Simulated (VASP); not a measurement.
# Cu (Im-3m) in VASP: further runs

Runs on Cu. Level: RPBE. Tasks: single point.

Program: VASP 6.6.1. These are calculated values, not measurements. Logs are shortened: lines on timing, memory, paths and dates and some standing lists are left out, and cuts for length are marked.

## Step 1: The cell of the first run

The structure is cubic, space group Im-3m (No. 229). The conventional cell has a = 2.920 Å, b = 2.920 Å, c = 2.920 Å, α = 90.00°, β = 90.00°, γ = 90.00°. Within 3.3 Å of Cu (site symmetry m-3m) lie 14 Cu at 2.53 to 2.92 Å.

## Step 2: Single point, RPBE

INCAR

```
PREC = Accurate ; ENCUT = 520
EDIFF = 1E-7 ; ISMEAR = -1
SIGMA = 0.1 ; LREAL = F
LASPH = T ; NELM = 100
ALGO = Normal ; ISIF = 2
LWAVE = F ; LCHARG = F
GGA = RP ; NBANDS = 12
```

KPOINTS

```
regular mesh
0
Gamma
  15 15 15
```

POSCAR

```
Cu
1.0
   -1.4598499244      1.4598499244      1.4598499244
    1.4598499244     -1.4598499244      1.4598499244
    1.4598499244      1.4598499244     -1.4598499244
Cu
1
Direct
    0.0000000000      0.0000000000      0.0000000000
```

Potentials or basis: VASP PAW PBE potentials, release 64 (Cu).

Command:

```sh
> cat potpaw_PBE.64/Cu/POTCAR > POTCAR
> mpirun -np 1 vasp_std > vasp.out
```

OUTCAR:

```text
PREC = Accurate
   ENCUT = 520
   EDIFF = 1E-7
   ISMEAR = -1
   LREAL = F
   LASPH = T
   NELM = 100
   ISIF = 2
   GGA = RP

 ion  position               nearest neighbor table
   1  0.000  0.000  0.000-

  LATTYP: Found a body centered cubic cell.
 ALAT       =     2.9196998488

  Lattice vectors:

 A1 = (  -1.4598499244,   1.4598499244,   1.4598499244)
 A2 = (   1.4598499244,  -1.4598499244,   1.4598499244)
 A3 = (   1.4598499244,   1.4598499244,  -1.4598499244)

Analysis of symmetry for initial positions (statically):
=====================================================================
 Subroutine PRICEL returns:
 Original cell was already a primitive cell.

 Routine SETGRP: Setting up the symmetry group for a
 body centered cubic supercell.

 Subroutine GETGRP returns: Found 48 space group operations
 (whereof 48 operations were pure point group operations)
 out of a pool of 48 trial point group operations.

The static configuration has the point symmetry O_h .

Analysis of symmetry for dynamics (positions and initial velocities):
=====================================================================
 Subroutine PRICEL returns:
 Original cell was already a primitive cell.

 Routine SETGRP: Setting up the symmetry group for a
 body centered cubic supercell.

 Subroutine GETGRP returns: Found 48 space group operations
 (whereof 48 operations were pure point group operations)
 out of a pool of 48 trial point group operations.

The dynamic configuration has the point symmetry O_h .

 Subroutine INISYM returns: Found 48 space group operations
 (whereof 48 operations are pure point group operations),
 and found     1 'primitive' translations

----------------------------------------------------------------------------------------

                                     Primitive cell

  volume of cell :      12.4447

  direct lattice vectors                    reciprocal lattice vectors
    -1.459849924  1.459849924  1.459849924     0.000000000  0.342500960  0.342500960
     1.459849924 -1.459849924  1.459849924     0.342500960  0.000000000  0.342500960
     1.459849924  1.459849924 -1.459849924     0.342500960  0.342500960  0.000000000

  length of vectors
     2.528534240  2.528534240  2.528534240     0.484369502  0.484369502  0.484369502

  position of ions in fractional coordinates (direct lattice)
     0.000000000  0.000000000  0.000000000

  ion indices of the primitive-cell ions
   primitive index   ion index
                 1           1

----------------------------------------------------------------------------------------

 KPOINTS: regular mesh

Automatic generation of k-mesh.
 Grid dimensions read from file:
 generate k-points for:   15   15   15

 Generating k-lattice:

  Cartesian coordinates                     Fractional coordinates (reciprocal lattice)
     0.000000000  0.022833397  0.022833397     0.066666667  0.000000000  0.000000000
     0.022833397  0.000000000  0.022833397     0.000000000  0.066666667  0.000000000
     0.022833397  0.022833397  0.000000000     0.000000000  0.000000000  0.066666667

  Length of vectors
     0.032291300  0.032291300  0.032291300

  Shift w.r.t. Gamma in fractional coordinates (k-lattice)
     0.000000000  0.000000000  0.000000000

 Subroutine IBZKPT returns following result:
 ===========================================

 Found    120 irreducible k-points:

 Following reciprocal coordinates:
            Coordinates               Weight
  0.000000  0.000000  0.000000      1.000000
  0.066667  0.000000  0.000000     12.000000
  0.133333  0.000000  0.000000     12.000000
  0.200000  0.000000  0.000000     12.000000
  0.266667  0.000000  0.000000     12.000000
  0.333333  0.000000  0.000000     12.000000
[... 16 lines left out ...]
  0.333333  0.200000  0.000000     48.000000
  0.400000  0.200000  0.000000     24.000000
 [... further k-points ...]
   k-points           NKPTS =    120   k-points in BZ     NKDIM =    120   number of bands    NBANDS=     12
   number of dos      NEDOS =    301   number of ions     NIONS =      1
   total plane-waves  NPLWV =   8000
   dimension x,y,z NGX =    20 NGY =   20 NGZ =   20
   dimension x,y,z NGXF=    40 NGYF=   40 NGZF=   40
   ions per type =               1
   NGX,Y,Z   is equivalent  to a cutoff of  13.15, 13.15, 13.15 a.u.
   NGXF,Y,Z  is equivalent  to a cutoff of  26.30, 26.30, 26.30 a.u.
 SYSTEM =  unknown system
   PREC   = accura    normal or accurate (medium, high low for compatibility)
   ISTART =      0    job   : 0-new  1-cont  2-samecut
   ICHARG =      2    charge: 1-file 2-atom 10-const
   ISPIN  =      1    spin polarized calculation?
   LNONCOLLINEAR =      F non collinear calculations
   LSORBIT =      F    spin-orbit coupling
   LASPH  =      T    aspherical Exc in radial PAW
   ENCUT  =  520.0 eV  38.22 Ry    6.18 a.u.   4.70  4.70  4.70*2*pi/ulx,y,z
   NELM   =    100;   NELMIN=  2; NELMDL= -5     # of ELM steps
   EDIFF  = 0.1E-06   stopping-criterion for ELM
   LREAL  =      F    real-space projection
   EDIFFG = 0.1E-05   stopping-criterion for IOM
   NSW    =      0    number of steps for IOM
   IBRION =     -1    ionic relax: 0-MD 1-quasi-New 2-CG
   NFREE  =      0    steps in history (QN), initial steepest desc. (CG)
   ISIF   =      2    stress and relaxation
   ISYM   =      2    0-nonsym 1-usesym 2-fastsym
   POTIM  = 0.5000    time-step for ionic-motion
   TEBEG  =    0.0;   TEEND  =   0.0 temperature during run
   PSTRESS=    0.0 pullay stress
   NELECT =      11.0000    total number of electrons
   NUPDOWN=      -1.0000    fix difference up-down
   EMIN   =  10.00;   EMAX   =-10.00  energy-range for DOS
   EFERMI =   0.00;   METHOD = LEGACY
   ISMEAR =    -1;   SIGMA  =   0.10  broadening in eV -4-tet -1-fermi 0-gaus
   EFERMI_NEDOS =   21; number of points for ismear=-14 and -15
   IALGO  =     38    algorithm
   IMIX   =      4    mixing-type and parameters
     AMIX     =   0.40;   BMIX     =  1.00
     AMIX_MAG =   1.60;   BMIX_MAG =  1.00
  volume/ion in A,a.u.               =      12.44        83.98
  Fermi-wavevector in a.u.,A,eV,Ry     =   1.571125  2.968997 33.585098  2.468435
  Thomas-Fermi vector in A             =   2.672756
   LORBIT       =      0    0 simple, 1 ext, 2 COOP (PROOUT), +10 PAW based schemes
   GGA     = RP    functional components
   LHFCALC =     F    Hartree Fock is set to
   AEXX    =    0.0000 exact exchange contribution
   IVDW    =     0    specifies the selected vdW correction
   LEPSILON=     F    determine dielectric tensor
   LRPA    =     F    only Hartree local field effects (RPA)
 non-spin polarized calculation
  energy-cutoff  :      520.00
  volume of cell :       12.44
 maximum number of plane-waves:       358
   NGX =  9   NGY =  9   NGZ =  9

 number of electron      11.0000013 magnetization

 Free energy of the ion-electron system (eV)
  ---------------------------------------------------
  ext. energy  EPLUGINS =         0.00000000
  ---------------------------------------------------
  free energy    TOTEN  =        -3.22924521 eV

  energy without entropy =       -3.21924798  energy(sigma->0) =       -3.22424660

 E-fermi :   7.0925     XC(G=0): -12.2885

 val. band max:        7.0017545443   @ k =  -0.4000   0.4667   0.0667
 cond. band min:       7.1086449940   @ k =  -0.3333   0.4667   0.0667
 fundamental gap:      0.1068904497
 Fermi energy:         7.0925269574

 k-point     1 :       0.0000    0.0000    0.0000
  band No.  band energies     occupation
      1      -1.8333      2.00000
      2       4.1759      2.00000
      3       4.1759      2.00000
      4       4.1759      2.00000
      5       5.1070      2.00000
      6       5.1070      2.00000
      7      31.6122      0.00000
      8      31.6122      0.00000
      9      31.6122      0.00000
     10      34.4677      0.00000
     11      34.4677      0.00000
     12      34.4678      0.00000

 k-point     2 :       0.0667    0.0000    0.0000
  band No.  band energies     occupation
      1      -1.6683      2.00000
      2       4.1467      2.00000
      3       4.1747      2.00000
      4       4.2364      2.00000
      5       5.0786      2.00000
      6       5.1092      2.00000
      7      29.7169      0.00000
      8      31.0806      0.00000
      9      31.1613      0.00000
     10      32.7432      0.00000
     11      33.0852      0.00000
     12      33.4537      0.00000

 k-point     3 :       0.1333    0.0000    0.0000
  band No.  band energies     occupation
      1      -1.1813      2.00000
      2       4.0644      2.00000
      3       4.1626      2.00000
      4       4.4109      2.00000
      5       5.0153      2.00000
      6       5.1163      2.00000
      7      26.2812      0.00000
      8      29.5446      0.00000
      9      30.2999      0.00000
     10      30.6109      0.00000
     11      32.1349      0.00000
     12      33.6291      0.00000

 k-point     4 :       0.2000    0.0000    0.0000
  band No.  band energies     occupation
      1      -0.4017      2.00000
      2       3.9446      2.00000
      3       4.1308      2.00000
      4       4.6782      2.00000
      5       4.9679      2.00000
      6       5.1296      2.00000
      7      22.7578      0.00000
      8      27.9011      0.00000
      9      28.6645      0.00000
     10      29.4744      0.00000
     11      31.4483      0.00000
     12      34.5368      0.00000

 k-point     5 :       0.2667    0.0000    0.0000
  band No.  band energies     occupation
      1       0.5916      2.00000
      2       3.8091      2.00000
      3       4.1342      2.00000
      4       4.9706      2.00000
      5       5.0019      2.00000
      6       5.1486      2.00000
      7      19.3891      0.00000
      8      26.4808      0.00000
      9      26.9789      0.00000
     10      28.8043      0.00000
     11      30.9824      0.00000
     12      35.8811      0.00000

 k-point     6 :       0.3333    0.0000    0.0000
  band No.  band energies     occupation
      1       1.5805      2.00000
      2       3.6815      2.00000
      3       4.3889      2.00000
      4       5.0157      2.00000
      5       5.1708      2.00000
      6       5.3308      2.00000
      7      16.2717      0.00000
      8      25.3680      0.00000
      9      25.6195      0.00000
     10      28.3101      0.00000
     11      30.7021      0.00000
     12      37.5839      0.00000

 k-point     7 :       0.4000    0.0000    0.0000
  band No.  band energies     occupation
      1       2.1808      2.00000
      2       3.5830      2.00000
      3       4.9978      2.00000
      4       5.1909      2.00000
      5       5.3094      2.00000
      6       5.6030      2.00000
      7      13.5280      0.00000
      8      24.6041      0.00000
      9      24.6563      0.00000
     10      27.9877      0.00000
     11      30.5576      0.00000
     12      39.6364      0.00000

 k-point     8 :       0.4667    0.0000    0.0000
  band No.  band energies     occupation
      1       2.3669      2.00000
      2       3.5296      2.00000
      3       5.0622      2.00000
      4       5.2030      2.00000
      5       5.7584      2.00000
      6       6.4187      1.99763
      7      11.5416      0.00000
      8      24.1542      0.00000
      9      24.2153      0.00000
     10      27.8290      0.00000
     11      30.5004      0.00000
     12      40.0085      0.00000
[... 166 lines left out ...]
 k-point    20 :       0.4000    0.1333    0.0000
  band No.  band energies     occupation
      1       2.6323      2.00000
      2       3.5639      2.00000
      3       4.6326      2.00000
      4       5.0501      2.00000
      5       5.3936      2.00000
      6       7.7634      0.00244
      7      11.7592      0.00000
      8      19.8845      0.00000
      9      23.8761      0.00000
     10      29.9090      0.00000
     11      34.4626      0.00000
     12      37.4546      0.00000

 k-point    21 :       0.2000    0.2000    0.0000
  band No.  band energies     occupation
      1       1.9164      2.00000
      2       3.7366      2.00000
      3       3.8528      2.00000
      4       4.9263      2.00000
      5       5.2280      2.00000
      6       5.8933      1.99999
      7      18.5345      0.00000
      8      18.8152      0.00000
      9      25.0214      0.00000
     10      31.2289      0.00000
     11      33.5536      0.00000
     12      37.9985      0.00000

 k-point    22 :       0.2667    0.2000   -0.0000
  band No.  band energies     occupation
      1       2.6174      2.00000
      2       3.6359      2.00000
      3       3.9479      2.00000
      4       4.9823      2.00000
      5       5.2638      2.00000
      6       6.7641      1.92779
      7      15.6856      0.00000
      8      17.8522      0.00000
      9      24.2419      0.00000
     10      31.2735      0.00000
     11      34.2571      0.00000
     12      38.4339      0.00000

 k-point    23 :       0.3333    0.2000    0.0000
  band No.  band energies     occupation
      1       2.8776      2.00000
      2       3.5919      2.00000
      3       4.1613      2.00000
      4       5.0430      2.00000
      5       5.3089      2.00000
      6       8.0458      0.00014
      7      13.0910      0.00000
      8      17.3304      0.00000
      9      23.7558      0.00000
     10      31.1673      0.00000
     11      35.3991      0.00000
     12      38.1212      0.00000

 k-point    24 :       0.4000    0.2000    0.0000
  band No.  band energies     occupation
      1       2.9164      2.00000
      2       3.5809      2.00000
      3       4.2602      2.00000
      4       5.0647      2.00000
      5       5.3381      2.00000
      6       9.0981      0.00000
      7      11.6049      0.00000
      8      17.1526      0.00000
      9      23.5906      0.00000
     10      31.1171      0.00000
     11      36.1765      0.00000
     12      37.7915      0.00000

 [... further k-points ...]
[... 5 lines left out ...]
  --------------------------------------------------------------------------------------
  -------------------------------------------------------------------------------------
  Total        0.0417643      0.0417643      0.0417643     -0.0000000     -0.0000000      0.0000000
  in kB        5.3768891      5.3768891      5.3768891     -0.0000000     -0.0000000      0.0000000
  external PRESSURE =       5.3768891 kB  Pullay stress =       0.0000000 kB

 VOLUME and BASIS-vectors are now :
 -----------------------------------------------------------------------------
  energy-cutoff  :      520.00
  volume of cell :       12.44
      direct lattice vectors                 reciprocal lattice vectors
    -1.459849924  1.459849924  1.459849924     0.000000000  0.342500960  0.342500960
     1.459849924 -1.459849924  1.459849924     0.342500960  0.000000000  0.342500960
     1.459849924  1.459849924 -1.459849924     0.342500960  0.342500960  0.000000000

 POSITION                                       TOTAL-FORCE (eV/Angst)
 -----------------------------------------------------------------------------------
      0.00000      0.00000      0.00000        -0.000000     -0.000000      0.000000
 -----------------------------------------------------------------------------------
    total drift:                                0.000000     -0.000000      0.000000

  FREE ENERGIE OF THE ION-ELECTRON SYSTEM (eV)
  ---------------------------------------------------
  free  energy   TOTEN  =        -3.2292452104 eV

  energy  without entropy=       -3.2192479796  energy(sigma->0) =       -3.22424660
```

Wall time 11 s (1 thread of AMD EPYC 9R14 (Zen 4), shared host); peak memory 0.1 GiB.

Results:

* Free energy: -3.2292 eV
* Pressure: 0.5 GPa

Levels at points of the mesh, in eV from the Fermi level:
| k point | band 2 | band 3 | band 4 | band 5 | band 6 | band 7 | band 8 | band 9 |
| --- | --- | --- | --- | --- | --- | --- | --- | --- |
| (0.00, 0.00, 0.00) | -2.92 | -2.92 | -2.92 | -1.99 | -1.99 | 24.52 | 24.52 | 24.52 |

Caveat: the PAW data sets were made with another functional, which shifts forces and pressure a little.

(Continued in part 2 of 2.)
